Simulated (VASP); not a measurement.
Crystal: SnSe.

```
Sn Se
1.0
     0.00000    2.96932    2.96932
     2.96932    0.00000    2.96932
     2.96932    2.96932    0.00000
Sn Se
1 1
Direct
  0.00000 0.00000 0.00000
  0.50000 0.50000 0.50000
```

Base run:

```yaml
Program: VASP 6.6.1
Functional: revPBE
Potentials_or_basis: VASP PAW PBE potentials, release 64 (Sn_d, Se)
Cutoff: 520 eV
k_mesh: 8 × 8 × 8
Occupations: fermi-dirac, width 0.05 eV
Spin: no spin polarisation
```

Its results: band gap on the k mesh 0.72 eV, indirect (least direct gap 0.74 eV); pressure 4.5 GPa.

Question: The run is repeated on the same cell with these changes: functional from revPBE to PBEsol. What comes out?

Answer: Band gap on the k mesh 0.75 eV, indirect (least direct gap 0.84 eV); pressure 0.2 GPa.

PBEsol binds more tightly than revPBE, so the same cell stands under less pressure.

Caveats: the PAW data sets were made with another functional, which shifts forces and pressure a little; spin-orbit coupling is left out, which moves the levels of the heavy elements.

A k mesh can miss the band edges.
